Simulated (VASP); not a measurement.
# W (Im-3m) in VASP: a series of runs, part 3 of 3

VASP 6.6.1. The steps go on from the part before.

### Step 4. Single point, PBE (volume scaled by 1.06)

Contents of INCAR:

```
ALGO     = Normal         # electronic algorithm
EDIFF    = 1E-6           # SCF threshold, eV
ENCUT    = 520            # plane-wave cutoff, eV
GGA      = PE             # functional
ISIF     = 2              # what is computed and relaxed
ISMEAR   = 0              # smearing method
LASPH    = True           # aspherical terms in the spheres
LCHARG   = False          # write CHGCAR
LREAL    = False          # projectors in reciprocal space
LWAVE    = False          # write WAVECAR
NBANDS   = 13             # bands
NELM     = 100            # most SCF steps
PREC     = Accurate       # precision mode
SIGMA    = 0.1            # smearing width, eV
```

Contents of KPOINTS:

```
k-points
0
Gamma
  18 18 18
```

Contents of POSCAR:

```
W
1.0
   -1.6229969458      1.6229969458      1.6229969458
    1.6229969458     -1.6229969458      1.6229969458
    1.6229969458      1.6229969458     -1.6229969458
W
1
Direct
    0.0000000000      0.0000000000      0.0000000000
```

Potentials or basis: VASP PAW PBE potentials, release 64 (W_sv).

The run is started by

```
cat potpaw_PBE.64/W_sv/POTCAR > POTCAR
mpirun -np 1 vasp_std > vasp.out
```

OUTCAR:

```text
EDIFF = 1E-6
   ENCUT = 520
   GGA = PE
   ISIF = 2
   ISMEAR = 0
   LASPH = True
   LREAL = False
   NELM = 100
   PREC = Accurate

 ion  position               nearest neighbor table
   1  0.000  0.000  0.000-

  LATTYP: Found a body centered cubic cell.
 ALAT       =     3.2459938916

  Lattice vectors:

 A1 = (  -1.6229969458,   1.6229969458,   1.6229969458)
 A2 = (   1.6229969458,  -1.6229969458,   1.6229969458)
 A3 = (   1.6229969458,   1.6229969458,  -1.6229969458)

Analysis of symmetry for initial positions (statically):
=====================================================================
 Subroutine PRICEL returns:
 Original cell was already a primitive cell.

 Routine SETGRP: Setting up the symmetry group for a
 body centered cubic supercell.

 Subroutine GETGRP returns: Found 48 space group operations
 (whereof 48 operations were pure point group operations)
 out of a pool of 48 trial point group operations.

The static configuration has the point symmetry O_h .

Analysis of symmetry for dynamics (positions and initial velocities):
=====================================================================
 Subroutine PRICEL returns:
 Original cell was already a primitive cell.

 Routine SETGRP: Setting up the symmetry group for a
 body centered cubic supercell.

 Subroutine GETGRP returns: Found 48 space group operations
 (whereof 48 operations were pure point group operations)
 out of a pool of 48 trial point group operations.

The dynamic configuration has the point symmetry O_h .

 Subroutine INISYM returns: Found 48 space group operations
 (whereof 48 operations are pure point group operations),
 and found     1 'primitive' translations

----------------------------------------------------------------------------------------

                                     Primitive cell

  volume of cell :      17.1007

  direct lattice vectors                    reciprocal lattice vectors
    -1.622996946  1.622996946  1.622996946     0.000000000  0.308072052  0.308072052
     1.622996946 -1.622996946  1.622996946     0.308072052  0.000000000  0.308072052
     1.622996946  1.622996946 -1.622996946     0.308072052  0.308072052  0.000000000

  length of vectors
     2.811113171  2.811113171  2.811113171     0.435679675  0.435679675  0.435679675

  position of ions in fractional coordinates (direct lattice)
     0.000000000  0.000000000  0.000000000

  ion indices of the primitive-cell ions
   primitive index   ion index
                 1           1

----------------------------------------------------------------------------------------

 KPOINTS: k-points

Automatic generation of k-mesh.
 Grid dimensions read from file:
 generate k-points for:   18   18   18

 Generating k-lattice:

  Cartesian coordinates                     Fractional coordinates (reciprocal lattice)
     0.000000000  0.017115114  0.017115114     0.055555556  0.000000000  0.000000000
     0.017115114  0.000000000  0.017115114     0.000000000  0.055555556  0.000000000
     0.017115114  0.017115114  0.000000000     0.000000000  0.000000000  0.055555556

  Length of vectors
     0.024204426  0.024204426  0.024204426

  Shift w.r.t. Gamma in fractional coordinates (k-lattice)
     0.000000000  0.000000000  0.000000000

 Subroutine IBZKPT returns following result:
 ===========================================

 Found    195 irreducible k-points:

 Following reciprocal coordinates:
            Coordinates               Weight
  0.000000  0.000000  0.000000      1.000000
  0.055556  0.000000  0.000000     12.000000
  0.111111  0.000000  0.000000     12.000000
  0.166667  0.000000  0.000000     12.000000
  0.222222  0.000000  0.000000     12.000000
  0.277778  0.000000  0.000000     12.000000
[... 16 lines left out ...]
  0.333333  0.111111  0.000000     48.000000
  0.388889  0.111111 -0.000000     48.000000
 [... further k-points ...]
   k-points           NKPTS =    195   k-points in BZ     NKDIM =    195   number of bands    NBANDS=     13
   number of dos      NEDOS =    301   number of ions     NIONS =      1
   total plane-waves  NPLWV =  13824
   dimension x,y,z NGX =    24 NGY =   24 NGZ =   24
   dimension x,y,z NGXF=    48 NGYF=   48 NGZF=   48
   ions per type =               1
   NGX,Y,Z   is equivalent  to a cutoff of  14.19, 14.19, 14.19 a.u.
   NGXF,Y,Z  is equivalent  to a cutoff of  28.39, 28.39, 28.39 a.u.
 SYSTEM =  unknown system
   PREC   = accura    normal or accurate (medium, high low for compatibility)
   ISTART =      0    job   : 0-new  1-cont  2-samecut
   ICHARG =      2    charge: 1-file 2-atom 10-const
   ISPIN  =      1    spin polarized calculation?
   LNONCOLLINEAR =      F non collinear calculations
   LSORBIT =      F    spin-orbit coupling
   LASPH  =      T    aspherical Exc in radial PAW
   ENCUT  =  520.0 eV  38.22 Ry    6.18 a.u.   5.23  5.23  5.23*2*pi/ulx,y,z
   NELM   =    100;   NELMIN=  2; NELMDL= -5     # of ELM steps
   EDIFF  = 0.1E-05   stopping-criterion for ELM
   LREAL  =      F    real-space projection
   EDIFFG = 0.1E-04   stopping-criterion for IOM
   NSW    =      0    number of steps for IOM
   IBRION =     -1    ionic relax: 0-MD 1-quasi-New 2-CG
   NFREE  =      0    steps in history (QN), initial steepest desc. (CG)
   ISIF   =      2    stress and relaxation
   ISYM   =      2    0-nonsym 1-usesym 2-fastsym
   POTIM  = 0.5000    time-step for ionic-motion
   TEBEG  =    0.0;   TEEND  =   0.0 temperature during run
   PSTRESS=    0.0 pullay stress
   NELECT =      14.0000    total number of electrons
   NUPDOWN=      -1.0000    fix difference up-down
   EMIN   =  10.00;   EMAX   =-10.00  energy-range for DOS
   EFERMI =   0.00;   METHOD = LEGACY
   ISMEAR =     0;   SIGMA  =   0.10  broadening in eV -4-tet -1-fermi 0-gaus
   EFERMI_NEDOS =   21; number of points for ismear=-14 and -15
   IALGO  =     38    algorithm
   IMIX   =      4    mixing-type and parameters
     AMIX     =   0.40;   BMIX     =  1.00
     AMIX_MAG =   1.60;   BMIX_MAG =  1.00
  volume/ion in A,a.u.               =      17.10       115.40
  Fermi-wavevector in a.u.,A,eV,Ry     =   1.531486  2.894090 31.911792  2.345451
  Thomas-Fermi vector in A             =   2.638824
   LORBIT       =      0    0 simple, 1 ext, 2 COOP (PROOUT), +10 PAW based schemes
   GGA     = PE    functional components
   LHFCALC =     F    Hartree Fock is set to
   AEXX    =    0.0000 exact exchange contribution
   IVDW    =     0    specifies the selected vdW correction
   LEPSILON=     F    determine dielectric tensor
   LRPA    =     F    only Hartree local field effects (RPA)
 non-spin polarized calculation
 Gauss-broadening in eV      SIGMA  =   0.10
  energy-cutoff  :      520.00
  volume of cell :       17.10
 maximum number of plane-waves:       473
 NGX is ok and might be reduce to    24
   NGX = 11   NGY = 11   NGZ = 11

 number of electron      13.9999998 magnetization

 Free energy of the ion-electron system (eV)
  ---------------------------------------------------
  ext. energy  EPLUGINS =         0.00000000
  ---------------------------------------------------
  free energy    TOTEN  =       -12.90435933 eV

  energy without entropy =      -12.90025938  energy(sigma->0) =      -12.90230935

 E-fermi :  10.3726     XC(G=0): -13.2156

 val. band max:       10.3714074115   @ k =  -0.2778   0.3333   0.2222
 cond. band min:      10.3919074048   @ k =   0.5000   0.5000   0.2222
 fundamental gap:      0.0204999934
 Fermi energy:        10.3726314610

 k-point     1 :       0.0000    0.0000    0.0000
  band No.  band energies     occupation
      1     -63.9098      2.00000
      2     -27.5700      2.00000
      3     -27.5700      2.00000
      4     -27.5700      2.00000
      5       1.1651      2.00000
      6       9.2682      2.00000
      7       9.2682      2.00000
      8       9.2682      2.00000
      9      12.4596      0.00000
     10      12.4596      0.00000
     11      24.7145      0.00000
     12      24.7145      0.00000
     13      24.7145      0.00000
[... 353 lines left out ...]
 k-point    24 :       0.3889    0.1111   -0.0000
  band No.  band energies     occupation
      1     -63.8144      2.00000
      2     -28.5069      2.00000
      3     -27.9252      2.00000
      4     -27.6177      2.00000
      5       4.9674      2.00000
      6       7.2899      2.00000
      7       9.7018      2.00000
      8      12.2159      0.00000
      9      13.3953      0.00000
     10      16.1567      0.00000
     11      20.2431      0.00000
     12      22.5609      0.00000
     13      26.0947      0.00000

 [... further k-points ...]
[... 5 lines left out ...]
  --------------------------------------------------------------------------------------
  -------------------------------------------------------------------------------------
  Total       -1.6348382     -1.6348382     -1.6348382     -0.0000000      0.0000000      0.0000000
  in kB     -153.1694893   -153.1694893   -153.1694893     -0.0000000      0.0000000      0.0000000
  external PRESSURE =    -153.1694893 kB  Pullay stress =       0.0000000 kB

 VOLUME and BASIS-vectors are now :
 -----------------------------------------------------------------------------
  energy-cutoff  :      520.00
  volume of cell :       17.10
      direct lattice vectors                 reciprocal lattice vectors
    -1.622996946  1.622996946  1.622996946     0.000000000  0.308072052  0.308072052
     1.622996946 -1.622996946  1.622996946     0.308072052  0.000000000  0.308072052
     1.622996946  1.622996946 -1.622996946     0.308072052  0.308072052  0.000000000

 POSITION                                       TOTAL-FORCE (eV/Angst)
 -----------------------------------------------------------------------------------
      0.00000      0.00000      0.00000         0.000000     -0.000000     -0.000000
 -----------------------------------------------------------------------------------
    total drift:                               -0.000000     -0.000000      0.000000

  FREE ENERGIE OF THE ION-ELECTRON SYSTEM (eV)
  ---------------------------------------------------
  free  energy   TOTEN  =       -12.9043593272 eV

  energy  without entropy=      -12.9002593772  energy(sigma->0) =      -12.90230935
```

Run time: 24 s. Hardware: 1 thread of AMD EPYC 9R45 (Zen 5), shared host; peak memory 0.14 GiB.

What came out:

- Free energy: -12.9044 eV
- Pressure: -15.3 GPa
- Band gap on the k mesh: zero (band 7 reaches 15.02 eV, above the bottom of band 8 at 9.27 eV)

Levels at points of the mesh, in eV from the Fermi level:
| k point | band 4 | band 5 | band 6 | band 7 | band 8 | band 9 | band 10 | band 11 |
| --- | --- | --- | --- | --- | --- | --- | --- | --- |
| (0.00, 0.00, 0.00) | -37.94 | -9.21 | -1.10 | -1.10 | -1.10 | 2.09 | 2.09 | 14.34 |
| (0.50, 0.00, 0.00) | -37.95 | -5.79 | -3.21 | 0.45 | 1.94 | 2.83 | 5.50 | 9.91 |
| (0.50, 0.50, 0.50) | -38.65 | -5.25 | -5.25 | 4.64 | 4.64 | 4.64 | 7.67 | 7.67 |

Caveat: spin-orbit coupling is left out, which moves the levels of the heavy elements.

### Step 5. Single point, PBE (volume scaled by 1.10)

Contents of INCAR:

```
ALGO     = Fast           # electronic algorithm
EDIFF    = 1E-6           # SCF threshold, eV
ENCUT    = 520            # plane-wave cutoff, eV
GGA      = PE             # functional
ISIF     = 2              # what is computed and relaxed
ISMEAR   = 0              # smearing method
LASPH    = T              # aspherical terms in the spheres
LCHARG   = F              # write CHGCAR
LREAL    = F              # projectors in reciprocal space
LWAVE    = F              # write WAVECAR
NBANDS   = 13             # bands
NELM     = 60             # most SCF steps
PREC     = Accurate       # precision mode
SIGMA    = 0.1            # smearing width, eV
```

KPOINTS is that of step 4.

Contents of POSCAR:

```
W
1.0
   -1.6431604602      1.6431604602      1.6431604602
    1.6431604602     -1.6431604602      1.6431604602
    1.6431604602      1.6431604602     -1.6431604602
W
1
Direct
    0.0000000000      0.0000000000      0.0000000000
```

The run is started by

```
cat potpaw_PBE.64/W_sv/POTCAR > POTCAR
mpirun -np 1 vasp_std > vasp.out
```

Run time: 30 s. Hardware: 1 thread of AMD EPYC 9R45 (Zen 5), shared host; peak memory 0.14 GiB.

It converged, with:

```yaml
Free_energy: -12.8263 eV
Pressure: -23.2 GPa
Band_gap_on_the_k_mesh: zero (band 7 reaches 14.27 eV, above the bottom of band 8 at 8.82 eV)
```

Levels at points of the mesh, in eV from the Fermi level:
```csv
k point,band 5,band 6,band 7,band 8,band 9,band 10
"(0.00, 0.00, 0.00)",-8.99,-1.05,-1.05,-1.05,2.00,2.00
"(0.50, 0.00, 0.00)",-5.57,-3.05,0.38,1.84,2.69,5.21
"(0.50, 0.50, 0.50)",-4.97,-4.97,4.40,4.40,4.40,7.42
```

Caveat: spin-orbit coupling is left out, which moves the levels of the heavy elements.

### Step 6. Overview

| cell | gap on the mesh (eV) | pressure (GPa) |
| --- | --- | --- |
| a = 2.757 Å, angles 109.5°, 1 atom | none | 0.5 |
| a = 2.784 Å, angles 109.5°, 1 atom | none | -8.1 |
| a = 2.811 Å, angles 109.5°, 1 atom | none | -15.3 |
| a = 2.846 Å, angles 109.5°, 1 atom | none | -23.2 |

Alike in all rows: task single point; level PBE; potentials or basis VASP PAW PBE potentials, release 64 (W_sv); no spin polarisation; k mesh 18 × 18 × 18; cutoff (eV) 520; smearing gaussian 0.1 eV.

Caveats: spin-orbit coupling is left out, which moves the levels of the heavy elements.

Total energies depend on the potentials used, so only differences within one code and one set of settings carry meaning.
